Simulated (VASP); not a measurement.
Wanted: the native input for a VASP 6.6.1 run.

```
Task                   : single point
Functional             : LDA
Potentials or basis    : VASP PAW LDA potentials, release 64 (Na_pv, I)
Cutoff                 : 520 eV
k mesh                 : 8 × 8 × 8
Occupations            : fermi-dirac, width 0.02 eV
Spin                   : no spin polarisation
Dipole correction      : no
Further INCAR settings : ALGO = Normal; EDIFF = 1e-07; NBANDS = 14
```

The structure of NaI lies in POSCAR:

```
NaI
1.0
    0.0000000000      3.2789890945      3.2789890945
    3.2789890945      0.0000000000      3.2789890945
    3.2789890945      3.2789890945      0.0000000000
Na I
1 1
Direct
    0.0000000000      0.0000000000      0.0000000000
    0.5000000000      0.5000000000      0.5000000000
```

One way to write it, as run:

INCAR

```
PREC = Accurate ; ENCUT = 520
EDIFF = 1E-7 ; ISMEAR = -1
SIGMA = 0.02 ; LREAL = False
LASPH = True ; NELM = 100
ALGO = Normal ; ISIF = 2
LWAVE = False ; LCHARG = False
NBANDS = 14
```

KPOINTS

```
regular mesh
0
Gamma
  8 8 8
```

Potentials or basis: VASP PAW LDA potentials, release 64 (Na_pv, I).

Launch:

```bash
$ cat potpaw_LDA.64/Na_pv/POTCAR potpaw_LDA.64/I/POTCAR > POTCAR
$ mpirun -np 1 vasp_std > vasp.out
```

It gave:

```
Pressure               : -2.1 GPa
Band gap on the k mesh : 3.25 eV
```

Caveat: spin-orbit coupling is left out, which moves the levels of the heavy elements.

Wall time 23 s on 1 thread of Intel(R) Xeon(R) Platinum 8259CL CPU @ 2.50GHz (Skylake/Cascade Lake), on a shared host, peak memory 0.18 GiB.
